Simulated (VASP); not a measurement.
# TePb (Fm-3m) in VASP: further runs

TePb is run at these levels: HSE06, PBE0; tasks: single point.

Everything below comes from runs of VASP 6.6.1. Logs are shortened: lines on timing, memory, paths and dates and some standing lists are left out, and cuts for length are marked.

### 1 The cell of the first run

The structure is cubic, space group Fm-3m (No. 225). Conventional cell: a = 6.536 Å, b = 6.536 Å, c = 6.536 Å, α = 90.00°, β = 90.00°, γ = 90.00°. Pb (site symmetry m-3m) has 6 Te at 3.27 Å within 4.3 Å. Within 4.3 Å of Te (site symmetry m-3m) lie 6 Pb at 3.27 Å.

### 2 Single point, HSE06

POSCAR reads:

```
TePb
1.0
    0.0000000000      3.2678368488      3.2678368488
    3.2678368488      0.0000000000      3.2678368488
    3.2678368488      3.2678368488      0.0000000000
Pb Te
1 1
Direct
    0.0000000000      0.0000000000      0.0000000000
    0.5000000000      0.5000000000      0.5000000000
```

INCAR.step1 reads:

```
SYSTEM = TePb
PREC = Accurate
ENCUT = 520
EDIFF = 1E-5
ISMEAR = 0
SIGMA = 0.01
LREAL = .FALSE.
LASPH = .TRUE.
NELM = 80
ALGO = Normal
ISIF = 2
LWAVE = .TRUE.
LCHARG = .FALSE.
GGA = PE
NBANDS = 17
```

INCAR.step2 reads:

```
SYSTEM = TePb
PREC = Accurate
ENCUT = 520
EDIFF = 1E-6
ISMEAR = 0
SIGMA = 0.01
LREAL = .FALSE.
LASPH = .TRUE.
NELM = 80
ALGO = Normal
ISIF = 2
LWAVE = .FALSE.
LCHARG = .FALSE.
GGA = PE
LHFCALC = .TRUE.
HFSCREEN = 0.2079
PRECFOCK = Normal
ISTART = 1
NBANDS = 17
```

KPOINTS reads:

```
Automatic mesh
0
G
  4 4 4
  0 0 0
```

Potentials or basis: VASP PAW PBE potentials, release 64 (Pb_d, Te).

Launch:

```sh
$ cat potpaw_PBE.64/Pb_d/POTCAR potpaw_PBE.64/Te/POTCAR > POTCAR
$ cp INCAR.step1 INCAR
$ mpirun -np 1 vasp_std > vasp.out
$ cp INCAR.step2 INCAR
$ mpirun -np 1 vasp_std > vasp.out
```

OUTCAR:

```text
SYSTEM = TePb
   PREC = Accurate
   ENCUT = 520
   EDIFF = 1E-6
   ISMEAR = 0
   LREAL = .FALSE.
   LASPH = .TRUE.
   NELM = 80
   ISIF = 2
   GGA = PE
   LHFCALC = .TRUE.
   HFSCREEN = 0.2079
   PRECFOCK = Normal
   ISTART = 1

 ion  position               nearest neighbor table
   1  0.000  0.000  0.000-   2 3.27   2 3.27   2 3.27   2 3.27   2 3.27   2 3.27
   2  0.500  0.500  0.500-   1 3.27   1 3.27   1 3.27   1 3.27   1 3.27   1 3.27

  LATTYP: Found a face centered cubic cell.
 ALAT       =     6.5356736976

  Lattice vectors:

 A1 = (   0.0000000000,   3.2678368488,   3.2678368488)
 A2 = (   3.2678368488,   0.0000000000,   3.2678368488)
 A3 = (   3.2678368488,   3.2678368488,   0.0000000000)

Analysis of symmetry for initial positions (statically):
=====================================================================
 Subroutine PRICEL returns:
 Original cell was already a primitive cell.

 Routine SETGRP: Setting up the symmetry group for a
 face centered cubic supercell.

 Subroutine GETGRP returns: Found 48 space group operations
 (whereof 48 operations were pure point group operations)
 out of a pool of 48 trial point group operations.

The static configuration has the point symmetry O_h .

Analysis of symmetry for dynamics (positions and initial velocities):
=====================================================================
 Subroutine PRICEL returns:
 Original cell was already a primitive cell.

 Routine SETGRP: Setting up the symmetry group for a
 face centered cubic supercell.

 Subroutine GETGRP returns: Found 48 space group operations
 (whereof 48 operations were pure point group operations)
 out of a pool of 48 trial point group operations.

The dynamic configuration has the point symmetry O_h .

 Subroutine INISYM returns: Found 48 space group operations
 (whereof 48 operations are pure point group operations),
 and found     1 'primitive' translations

----------------------------------------------------------------------------------------

                                     Primitive cell

  volume of cell :      69.7929

  direct lattice vectors                    reciprocal lattice vectors
     0.000000000  3.267836849  3.267836849    -0.153006415  0.153006415  0.153006415
     3.267836849  0.000000000  3.267836849     0.153006415 -0.153006415  0.153006415
     3.267836849  3.267836849  0.000000000     0.153006415  0.153006415 -0.153006415

  length of vectors
     4.621419191  4.621419191  4.621419191     0.265014884  0.265014884  0.265014884

  position of ions in fractional coordinates (direct lattice)
     0.000000000  0.000000000  0.000000000
     0.500000000  0.500000000  0.500000000

  ion indices of the primitive-cell ions
   primitive index   ion index
                 1           1
                 2           2

----------------------------------------------------------------------------------------

 KPOINTS: Automatic mesh

Automatic generation of k-mesh.
 Grid dimensions read from file:
 generate k-points for:    4    4    4

 Generating k-lattice:

  Cartesian coordinates                     Fractional coordinates (reciprocal lattice)
    -0.038251604  0.038251604  0.038251604     0.250000000  0.000000000  0.000000000
     0.038251604 -0.038251604  0.038251604     0.000000000  0.250000000  0.000000000
     0.038251604  0.038251604 -0.038251604     0.000000000  0.000000000  0.250000000

  Length of vectors
     0.066253721  0.066253721  0.066253721

  Shift w.r.t. Gamma in fractional coordinates (k-lattice)
     0.000000000  0.000000000  0.000000000

 Subroutine IBZKPT returns following result:
 ===========================================

 Found      8 irreducible k-points:

 Following reciprocal coordinates:
            Coordinates               Weight
  0.000000  0.000000  0.000000      1.000000
  0.250000  0.000000  0.000000      8.000000
  0.500000  0.000000  0.000000      4.000000
  0.250000  0.250000  0.000000      6.000000
  0.500000  0.250000  0.000000     24.000000
 -0.250000  0.250000  0.000000     12.000000
  0.500000  0.500000  0.000000      3.000000
 -0.250000  0.500000  0.250000      6.000000
   k-points           NKPTS =      8   k-points in BZ     NKDIM =     64   number of bands    NBANDS=     17
   number of dos      NEDOS =    301   number of ions     NIONS =      2
   total plane-waves  NPLWV =  46656
   dimension x,y,z NGX =    36 NGY =   36 NGZ =   36
   dimension x,y,z NGXF=    72 NGYF=   72 NGZF=   72
   ions per type =               1   1
   NGX,Y,Z   is equivalent  to a cutoff of  12.95, 12.95, 12.95 a.u.
   NGXF,Y,Z  is equivalent  to a cutoff of  25.90, 25.90, 25.90 a.u.
 SYSTEM =  TePb
   PREC   = accura    normal or accurate (medium, high low for compatibility)
   ISTART =      1    job   : 0-new  1-cont  2-samecut
   ICHARG =      0    charge: 1-file 2-atom 10-const
   ISPIN  =      1    spin polarized calculation?
   LNONCOLLINEAR =      F non collinear calculations
   LSORBIT =      F    spin-orbit coupling
   LASPH  =      T    aspherical Exc in radial PAW
   ENCUT  =  520.0 eV  38.22 Ry    6.18 a.u.   8.59  8.59  8.59*2*pi/ulx,y,z
   NELM   =     80;   NELMIN=  2; NELMDL=  0     # of ELM steps
   EDIFF  = 0.1E-05   stopping-criterion for ELM
   LREAL  =      F    real-space projection
   EDIFFG = 0.1E-04   stopping-criterion for IOM
   NSW    =      0    number of steps for IOM
   IBRION =     -1    ionic relax: 0-MD 1-quasi-New 2-CG
   NFREE  =      0    steps in history (QN), initial steepest desc. (CG)
   ISIF   =      2    stress and relaxation
   ISYM   =      3    0-nonsym 1-usesym 2-fastsym
   POTIM  = 0.5000    time-step for ionic-motion
   TEBEG  =    0.0;   TEEND  =   0.0 temperature during run
   PSTRESS=    0.0 pullay stress
   NELECT =      20.0000    total number of electrons
   NUPDOWN=      -1.0000    fix difference up-down
   EMIN   =  10.00;   EMAX   =-10.00  energy-range for DOS
   EFERMI =   0.00;   METHOD = LEGACY
   ISMEAR =     0;   SIGMA  =   0.01  broadening in eV -4-tet -1-fermi 0-gaus
   EFERMI_NEDOS =   21; number of points for ismear=-14 and -15
   IALGO  =     38    algorithm
   IMIX   =      1    mixing-type and parameters
     AMIX     =   0.40;   BMIX     =  1.00
     AMIX_MAG =   1.60;   BMIX_MAG =  1.00
  volume/ion in A,a.u.               =      34.90       235.49
  Fermi-wavevector in a.u.,A,eV,Ry     =   1.079314  2.039608 15.849680  1.164919
  Thomas-Fermi vector in A             =   2.215276
   LORBIT       =      0    0 simple, 1 ext, 2 COOP (PROOUT), +10 PAW based schemes
   GGA     = PE    functional components
   LHFCALC =     T    Hartree Fock is set to
   PRECFOCK=normal    Normal, Fast or Accurate (Low or Medium for compatibility)
   ENCUT4O =  -1.0   cutoff for four orbital integrals eV
   NKREDX  =     1    reduce k-point grid by
   NKREDY  =     1    reduce k-point grid by
   NKREDZ  =     1    reduce k-point grid by
   AEXX    =    0.2500 exact exchange contribution
   HFSCREEN=    0.2079 screening length (either q_TF or 0.3 A-1)
   HFSCREENC=   0.2079 screening length for correlation (either q_TF or 0.3 A-1)
   ENCUTFOCK=  -1.0 apply spherical cutoff to Coloumb kernel
   IVDW    =     0    specifies the selected vdW correction
   LEPSILON=     F    determine dielectric tensor
   LRPA    =     F    only Hartree local field effects (RPA)
 non-spin polarized calculation
 Gauss-broadening in eV      SIGMA  =   0.01
  energy-cutoff  :      520.00
  volume of cell :       69.79
 maximum number of plane-waves:      1893
 NGX is ok and might be reduce to    36
  NGX = 28; NGY = 28; NGZ = 28

 number of electron      20.0000002 magnetization

 Free energy of the ion-electron system (eV)
  ---------------------------------------------------
  ext. energy  EPLUGINS =         0.00000000
  ---------------------------------------------------
  free energy    TOTEN  =        -8.96803767 eV

  energy without entropy =       -8.96803767  energy(sigma->0) =       -8.96803767

 E-fermi :   4.9567     XC(G=0):  -7.6418

 val. band max:        4.9008149308   @ k =   0.5000   0.0000   0.0000
 cond. band min:       6.0667886671   @ k =   0.5000   0.0000   0.0000
 fundamental gap:      1.1659737363
 Fermi energy:         4.9566568527

 k-point     1 :       0.0000    0.0000    0.0000
  band No.  band energies     occupation
      1     -13.5944      2.00000
      2     -13.5944      2.00000
      3     -13.5799      2.00000
      4     -13.5799      2.00000
      5     -13.5799      2.00000
      6      -8.0624      2.00000
[... 9 lines left out ...]
     16      11.3600      0.00000
     17      12.9794      0.00000

 k-point     2 :       0.2500    0.0000    0.0000
  band No.  band energies     occupation
      1     -13.6015      2.00000
      2     -13.6015      2.00000
      3     -13.5788      2.00000
      4     -13.5730      2.00000
      5     -13.5730      2.00000
      6      -7.5143      2.00000
[... 9 lines left out ...]
     16      12.5040      0.00000
     17      15.8641      0.00000

 k-point     3 :       0.5000    0.0000    0.0000
  band No.  band energies     occupation
      1     -13.6094      2.00000
      2     -13.6094      2.00000
      3     -13.5780      2.00000
      4     -13.5653      2.00000
      5     -13.5653      2.00000
      6      -6.5676      2.00000
[... 9 lines left out ...]
     16      14.9751      0.00000
     17      14.9751      0.00000

 k-point     4 :       0.2500    0.2500    0.0000
  band No.  band energies     occupation
      1     -13.6188      2.00000
      2     -13.5896      2.00000
      3     -13.5840      2.00000
      4     -13.5691      2.00000
      5     -13.5691      2.00000
      6      -7.3440      2.00000
[... 9 lines left out ...]
     16      14.0990      0.00000
     17      14.0995      0.00000

 k-point     5 :       0.5000    0.2500    0.0000
  band No.  band energies     occupation
      1     -13.6289      2.00000
      2     -13.5965      2.00000
      3     -13.5800      2.00000
      4     -13.5655      2.00000
      5     -13.5620      2.00000
      6      -6.4654      2.00000
[... 9 lines left out ...]
     16      15.4076      0.00000
     17      16.1842      0.00000

 k-point     6 :      -0.2500    0.2500    0.0000
  band No.  band energies     occupation
      1     -13.6122      2.00000
      2     -13.6062      2.00000
      3     -13.5742      2.00000
      4     -13.5696      2.00000
      5     -13.5682      2.00000
      6      -6.7516      2.00000
[... 9 lines left out ...]
     16      14.2250      0.00000
     17      15.0196      0.00000

 k-point     7 :       0.5000    0.5000    0.0000
  band No.  band energies     occupation
      1     -13.6503      2.00000
      2     -13.5883      2.00000
      3     -13.5849      2.00000
      4     -13.5574      2.00000
      5     -13.5574      2.00000
      6      -6.3110      2.00000
[... 9 lines left out ...]
     16      16.3837      0.00000
     17      16.7615      0.00000

 k-point     8 :      -0.2500    0.5000    0.2500
  band No.  band energies     occupation
      1     -13.6340      2.00000
      2     -13.5976      2.00000
      3     -13.5734      2.00000
      4     -13.5734      2.00000
      5     -13.5575      2.00000
      6      -6.1542      2.00000
[... 9 lines left out ...]
     16      16.6767      0.00000
     17      16.7044      0.00000

------------------------ aborting loop because EDIFF is reached ----------------------------------------

  FORCE on cell =-STRESS in cart. coord.  units (eV):
  Direction    XX          YY          ZZ          XY          YZ          ZX
  --------------------------------------------------------------------------------------
  -------------------------------------------------------------------------------------
  Total       -0.2250409     -0.2250409     -0.2250409      0.0000000      0.0000000     -0.0000000
  in kB       -5.1660787     -5.1660787     -5.1660787      0.0000000      0.0000000     -0.0000000
  external PRESSURE =      -5.1660787 kB  Pullay stress =       0.0000000 kB

 VOLUME and BASIS-vectors are now :
 -----------------------------------------------------------------------------
  energy-cutoff  :      520.00
  volume of cell :       69.79
      direct lattice vectors                 reciprocal lattice vectors
     0.000000000  3.267836849  3.267836849    -0.153006415  0.153006415  0.153006415
     3.267836849  0.000000000  3.267836849     0.153006415 -0.153006415  0.153006415
     3.267836849  3.267836849  0.000000000     0.153006415  0.153006415 -0.153006415

 POSITION                                       TOTAL-FORCE (eV/Angst)
 -----------------------------------------------------------------------------------
      0.00000      0.00000      0.00000         0.000000      0.000000      0.000000
      3.26784      3.26784      3.26784        -0.000000     -0.000000     -0.000000
 -----------------------------------------------------------------------------------
    total drift:                               -0.000000     -0.000001      0.000001

  FREE ENERGIE OF THE ION-ELECTRON SYSTEM (eV)
  ---------------------------------------------------
  free  energy   TOTEN  =        -8.9680376663 eV

  energy  without entropy=       -8.9680376663  energy(sigma->0) =       -8.96803767
```

Run time: 24 min. Hardware: 1 thread of AMD EPYC 7R43 (Zen 3), shared host; peak memory 0.28 GiB.

What came out:

```yaml
Free_energy: -8.9680 eV
Pressure: -0.5 GPa
Band_gap_on_the_k_mesh: 1.17 eV, direct
```

Levels at points of the mesh, in eV from the valence-band top:
```tsv
k point	band 7	band 8	band 9	band 10	band 11	band 12	band 13	band 14
(0.00, 0.00, 0.00)	-6.01	-1.43	-1.43	-1.43	4.73	4.73	4.73	6.46
(0.50, 0.00, 0.00)	-9.19	-0.99	-0.99	0.00	1.17	1.75	1.75	9.11
(0.50, 0.50, 0.00)	-7.79	-4.77	-2.96	-2.96	3.87	6.16	6.16	7.41
```

Caveat: the PAW data sets were made with another functional, which shifts forces and pressure a little; spin-orbit coupling is left out, which moves the levels of the heavy elements. A k mesh can miss the band edges.

### 3 Single point, PBE0

POSCAR is that of step 2.

INCAR.step1 reads:

```
SYSTEM = TePb
PREC = Accurate ; ENCUT = 520
EDIFF = 1E-5 ; ISMEAR = 0
SIGMA = 0.01 ; LREAL = .FALSE.
LASPH = .TRUE. ; NELM = 60
ALGO = Normal ; ISIF = 2
LWAVE = .TRUE. ; NBANDS = 17
GGA = PE
```

INCAR.step2 reads:

```
SYSTEM = TePb
PREC = Accurate ; ENCUT = 520
EDIFF = 1E-6 ; ISMEAR = 0
SIGMA = 0.01 ; LREAL = .FALSE.
LASPH = .TRUE. ; NELM = 60
ALGO = Normal ; ISIF = 2
LWAVE = .FALSE. ; LCHARG = .TRUE.
GGA = PE ; LHFCALC = .TRUE.
AEXX = 0.25 ; PRECFOCK = Normal
LELF = .TRUE. ; LVHAR = .TRUE.
NBANDS = 17 ; ISTART = 1
```

KPOINTS is that of step 2.

Potentials or basis: VASP PAW PBE potentials, release 64 (Pb_d, Te).

Launch:

```sh
$ cat potpaw_PBE.64/Pb_d/POTCAR potpaw_PBE.64/Te/POTCAR > POTCAR
$ cp INCAR.step1 INCAR
$ mpirun -np 1 vasp_std > vasp.out
$ cp INCAR.step2 INCAR
$ mpirun -np 1 vasp_std > vasp.out
```

It took 23 min on 1 thread of AMD EPYC 7R43 (Zen 3), shared host; peak memory 0.18 GiB.

Results (log left out):

```
Free energy            : -10.0003 eV
Pressure               : -0.6 GPa
Band gap on the k mesh : 1.81 eV, direct
```

Levels at points of the mesh, in eV from the valence-band top:
```
           k point  band 7  band 8  band 9  band 10  band 11  band 12  band 13  band 14
(0.00, 0.00, 0.00)   -6.06   -1.47   -1.47    -1.47     5.44     5.44     5.44     7.15
(0.50, 0.00, 0.00)   -9.29   -1.00   -1.00     0.00     1.81     2.40     2.40     9.81
(0.50, 0.50, 0.00)   -7.87   -4.88   -3.02    -3.02     4.52     6.88     6.88     8.14
```

Caveat: the PAW data sets were made with another functional, which shifts forces and pressure a little; spin-orbit coupling is left out, which moves the levels of the heavy elements. A k mesh can miss the band edges.
